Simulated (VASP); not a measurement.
# Ga2O (Ibam) in VASP: relaxation of cell and atoms with PBE

Aim: the relaxation of cell and atoms of Ga2O with PBE.

All numbers are computed with VASP 6.6.1; they aren't measurements. Logs are shortened: lines on timing, memory, paths and dates and some standing lists are left out, and cuts for length are marked.

## (1) The cell of the first run

It takes space group Ibam (No. 72, orthorhombic). The conventional cell has a = 4.546 Å, b = 8.032 Å, c = 5.479 Å, α = 90.00°, β = 90.00°, γ = 90.00°. Ga (site symmetry m) has 2 O at 2.05 Å and 2 Ga at 2.65 Å within 2.7 Å. O (site symmetry 222) has 4 Ga at 2.05 Å and 2 O at 2.74 Å within 2.8 Å.

## (2) Relaxation of cell and atoms, PBE

File INCAR:

```
  PREC = Accurate
  ENCUT = 600
  EDIFF = 1E-6
  ISMEAR = 0
  SIGMA = 0.1
  LREAL = F
  LASPH = T
  NELM = 100
  ALGO = Fast
  ISIF = 3
  LWAVE = F
  LCHARG = F
  GGA = PE
  IBRION = 2
  NSW = 100
  EDIFFG = -0.01
  KPAR = 4
```

File KPOINTS:

```
regular mesh
0
Gamma
  10 10 10
```

File POSCAR:

```
Ga2O
1.0
   -2.2730134611      4.0157773100      2.7395674060
    2.2730134611     -4.0157773100      2.7395674060
    2.2730134611      4.0157773100     -2.7395674060
Ga O
4 2
Direct
    0.1657670417      0.3343352385      0.5001022802
    0.6657670417      0.1656647615      0.8314318032
    0.8342329583      0.6656647615      0.4998977198
    0.3342329583      0.8343352385      0.1685681968
    0.7500000000      0.2500000000      0.5000000000
    0.2500000000      0.7500000000      0.5000000000
```

Potentials or basis: VASP PAW PBE potentials, release 64 (Ga_d, O).

The run is started by

```sh
$ cat potpaw_PBE.64/Ga_d/POTCAR potpaw_PBE.64/O/POTCAR > POTCAR
$ mpirun -np 4 vasp_std > vasp.out
```

OUTCAR:

```text
PREC = Accurate
   ENCUT = 600
   EDIFF = 1E-6
   ISMEAR = 0
   LREAL = F
   LASPH = T
   NELM = 100
   ISIF = 3
   GGA = PE
   IBRION = 2
   NSW = 100
   EDIFFG = -0.01

 ion  position               nearest neighbor table
   1  0.166  0.334  0.500-   6 2.05   5 2.05   4 2.65   4 2.65
   2  0.666  0.166  0.831-   5 2.05   6 2.05   3 2.65   3 2.65
   3  0.834  0.666  0.500-   5 2.05   6 2.05   2 2.65   2 2.65
   4  0.334  0.834  0.169-   5 2.05   6 2.05   1 2.65   1 2.65
   5  0.750  0.250  0.500-   3 2.05   2 2.05   4 2.05   1 2.05
   6  0.250  0.750  0.500-   1 2.05   2 2.05   4 2.05   3 2.05

  LATTYP: Found a body centered orthorhombic cell.
 ALAT       =     4.5460269222
 B/A-ratio  =     1.2052578891
 C/A-ratio  =     1.7667195460

  Lattice vectors:

 A1 = (   2.2730134611,  -4.0157773100,  -2.7395674060)
 A2 = (  -2.2730134611,  -4.0157773100,   2.7395674060)
 A3 = (  -2.2730134611,   4.0157773100,  -2.7395674060)

Analysis of symmetry for initial positions (statically):
=====================================================================
 Subroutine PRICEL returns:
 Original cell was already a primitive cell.

 Routine SETGRP: Setting up the symmetry group for a
 body centered orthorhombic supercell.

 Subroutine GETGRP returns: Found  8 space group operations
 (whereof  4 operations were pure point group operations)
 out of a pool of  8 trial point group operations.

The static configuration has the point symmetry C_2h.
 The point group associated with its full space group is D_2h.

Analysis of symmetry for dynamics (positions and initial velocities):
=====================================================================
 Subroutine PRICEL returns:
 Original cell was already a primitive cell.

 Routine SETGRP: Setting up the symmetry group for a
 body centered orthorhombic supercell.

 Subroutine GETGRP returns: Found  8 space group operations
 (whereof  4 operations were pure point group operations)
 out of a pool of  8 trial point group operations.

The dynamic configuration has the point symmetry C_2h.
 The point group associated with its full space group is D_2h.

 Subroutine INISYM returns: Found  8 space group operations
 (whereof  4 operations are pure point group operations),
 and found     1 'primitive' translations

----------------------------------------------------------------------------------------
[... 109 lines left out ...]
   POTIM  = 0.5000    time-step for ionic-motion
   TEBEG  =    0.0;   TEEND  =   0.0 temperature during run
   PSTRESS=    0.0 pullay stress
   NELECT =      64.0000    total number of electrons
   NUPDOWN=      -1.0000    fix difference up-down
   EMIN   =  10.00;   EMAX   =-10.00  energy-range for DOS
   EFERMI =   0.00;   METHOD = LEGACY
   ISMEAR =     0;   SIGMA  =   0.10  broadening in eV -4-tet -1-fermi 0-gaus
   EFERMI_NEDOS =   21; number of points for ismear=-14 and -15
   IALGO  =     68    algorithm
   IMIX   =      4    mixing-type and parameters
     AMIX     =   0.40;   BMIX     =  1.00
     AMIX_MAG =   1.60;   BMIX_MAG =  1.00
  volume/ion in A,a.u.               =      16.67       112.50
  Fermi-wavevector in a.u.,A,eV,Ry     =   1.410686  2.665810 27.076061  1.990034
  Thomas-Fermi vector in A             =   2.532614
   LORBIT       =      0    0 simple, 1 ext, 2 COOP (PROOUT), +10 PAW based schemes
   GGA     = PE    functional components
   LHFCALC =     F    Hartree Fock is set to
   AEXX    =    0.0000 exact exchange contribution
   IVDW    =     0    specifies the selected vdW correction
   LEPSILON=     F    determine dielectric tensor
   LRPA    =     F    only Hartree local field effects (RPA)
 conjugate gradient relaxation of ions
 non-spin polarized calculation
 RMM-DIIS sequential band-by-band and
 Gauss-broadening in eV      SIGMA  =   0.10
  energy-cutoff  :      600.00
  volume of cell :      100.03
 maximum number of plane-waves:      3356
 NGX is ok and might be reduce to    48
   NGX = 21   NGY = 21   NGZ = 21

--------------------------------------- Ionic step        1  -------------------------------------------

 number of electron      63.9999999 magnetization

 Free energy of the ion-electron system (eV)
  ---------------------------------------------------
  ext. energy  EPLUGINS =         0.00000000
  ---------------------------------------------------
  free energy    TOTEN  =       -26.61002438 eV

  energy without entropy =      -26.60544539  energy(sigma->0) =      -26.60773488

------------------------ aborting loop because EDIFF is reached ----------------------------------------

  FORCE on cell =-STRESS in cart. coord.  units (eV):
  Direction    XX          YY          ZZ          XY          YZ          ZX
  --------------------------------------------------------------------------------------
  -------------------------------------------------------------------------------------
  Total        0.0056729      0.0960342      0.1258544      0.0000000      0.0000000      0.0000000
  in kB        0.0908659      1.5382360      2.0158830      0.0000000      0.0000000      0.0000000
  external PRESSURE =       1.2149950 kB  Pullay stress =       0.0000000 kB
[... 187 lines left out ...]
--------------------------------------- Ionic step        6  -------------------------------------------

 number of electron      63.9999997 magnetization

 Free energy of the ion-electron system (eV)
  ---------------------------------------------------
  ext. energy  EPLUGINS =         0.00000000
  ---------------------------------------------------
  free energy    TOTEN  =       -26.61040982 eV

  energy without entropy =      -26.60576466  energy(sigma->0) =      -26.60808724

 E-fermi :   4.4491     XC(G=0): -10.2794

 val. band max:        4.4411804385   @ k =  -0.1000   0.1000   0.0000
 cond. band min:       4.4552508338   @ k =  -0.0000   0.1000   0.0000
 fundamental gap:      0.0140703952
 Fermi energy:         4.4491341863

 k-point     1 :       0.0000    0.0000    0.0000
  band No.  band energies     occupation
      1     -15.5980      2.00000
      2     -14.8705      2.00000
      3     -10.5596      2.00000
      4     -10.4954      2.00000
      5     -10.4852      2.00000
      6     -10.4828      2.00000
[... 973 lines left out ...]
     37       8.7964      0.00000
     38       9.1329      0.00000

 [... further k-points ...]

------------------------ aborting loop because EDIFF is reached ----------------------------------------

  FORCE on cell =-STRESS in cart. coord.  units (eV):
  Direction    XX          YY          ZZ          XY          YZ          ZX
  --------------------------------------------------------------------------------------
  -------------------------------------------------------------------------------------
  Total        0.0153367     -0.0442185      0.0124675      0.0000000      0.0000000      0.0000000
  in kB        0.2455964     -0.7081000      0.1996512      0.0000000      0.0000000      0.0000000
  external PRESSURE =      -0.0876175 kB  Pullay stress =       0.0000000 kB
[... 21 lines left out ...]
  FREE ENERGIE OF THE ION-ELECTRON SYSTEM (eV)
  ---------------------------------------------------
  free  energy   TOTEN  =       -26.6104098202 eV

  energy  without entropy=      -26.6057646557  energy(sigma->0) =      -26.60808724

 reached required accuracy - stopping structural energy minimisation
```

OSZICAR:

```text
N       E                     dE             d eps       ncg     rms          rms(c)
DAV:   1     0.679023669180E+03    0.67902E+03   -0.33623E+04 13486   0.329E+03
DAV:   2     0.981132247429E+02   -0.58091E+03   -0.55910E+03 13516   0.730E+02
[... 42 lines left out ...]
DAV:   1    -0.266113995539E+02   -0.10596E-02   -0.37810E-02 18150   0.173E+00    0.211E-01
RMM:   2    -0.266105503930E+02    0.84916E-03   -0.33902E-03 15544   0.563E-01    0.878E-02
RMM:   3    -0.266104160808E+02    0.13431E-03   -0.85496E-04 15127   0.272E-01    0.285E-02
RMM:   4    -0.266104079612E+02    0.81197E-05   -0.30321E-04 19254   0.123E-01    0.523E-03
RMM:   5    -0.266104083703E+02   -0.40911E-06   -0.38818E-05 15806   0.542E-02    0.398E-03
RMM:   6    -0.266104095554E+02   -0.11851E-05   -0.16307E-05 13816   0.281E-02    0.185E-03
RMM:   7    -0.266104098202E+02   -0.26480E-06   -0.23657E-06  7949   0.143E-02
   6 F= -.26610410E+02 E0= -.26608087E+02  d E =-.704896E-04
```

Wall time 29 min (4 MPI ranks of Oxide Virtual Turin-like, shared host); peak memory 0.77 GiB.

Results:

* Free energy: -26.6104 eV
* Relaxed volume: 16.68 Å³/atom
* Relaxed cell: a = 5.367 Å, b = 5.367 Å, c = 5.367 Å, α = 129.90°, β = 83.13°, γ = 118.57°
* Space group after relaxing (to 0.1 Å): Ibam (No. 72)
* Energy gained by relaxing: 0.1 meV/atom
* Ionic steps: 6
* Pressure after relaxing: 0.0 GPa
* Largest force after relaxing: 0.006 eV/Å
* Band gap on the k mesh: zero (bands 32 and 33 overlap by 1.45 eV)

Forces in eV/Å, atoms in the order of the input:
```
Ga   0.005 -0.003  0.000
Ga  -0.005 -0.003  0.000
Ga  -0.005  0.003  0.000
Ga   0.005  0.003  0.000
O    0.000  0.000  0.000
O    0.000  0.000  0.000
```

Stress tensor (GPa, compression positive):
```
 0.02  0.00  0.00
 0.00 -0.07  0.00
 0.00  0.00  0.02
```

Step by step:
```csv
step,energy change (eV),largest force (eV/Å),pressure (GPa),volume (Å³)
1,0.0000,0.0544,0.12,100.03
2,-0.0003,0.0071,-0.12,100.21
3,-0.0003,0.0122,-0.06,100.17
4,-0.0003,0.0057,-0.16,100.18
5,-0.0003,0.0125,-0.12,100.18
6,-0.0004,0.0062,-0.01,100.05
```

Final structure:
```xyz
6
Lattice="-2.2722 4.0156 2.7413 2.2722 -4.0156 2.7413 2.2722 4.0156 -2.7413" Properties=species:S:1:pos:R:3 pbc="T T T"
Ga    1.5182    1.3345    0.0000
Ga    0.7540    5.3501    0.0000
Ga    0.7540    2.6811    2.7413
Ga    1.5182   -1.3345    2.7413
O     0.0000    4.0156    1.3707
O     2.2722    0.0000    1.3707
```

Levels at points of the mesh, in eV from the Fermi level:
```
           k point  band 29  band 30  band 31  band 32  band 33  band 34  band 35  band 36
(0.00, 0.00, 0.00)    -3.69    -3.40    -1.06    -0.08     1.52     2.55     2.75     2.82
(0.50, 0.00, 0.00)    -3.56    -3.56    -0.23    -0.23     1.55     1.55     2.67     2.67
(0.00, 0.50, 0.00)    -2.90    -2.90    -2.53    -2.53     2.50     2.50     4.52     4.52
(0.50, 0.50, 0.00)    -3.39    -2.79    -2.23    -1.37     0.77     2.32     2.48     2.79
(0.50, 0.50, 0.50)    -2.86    -2.48    -1.94    -1.22    -0.09     0.46     2.11     4.14
```
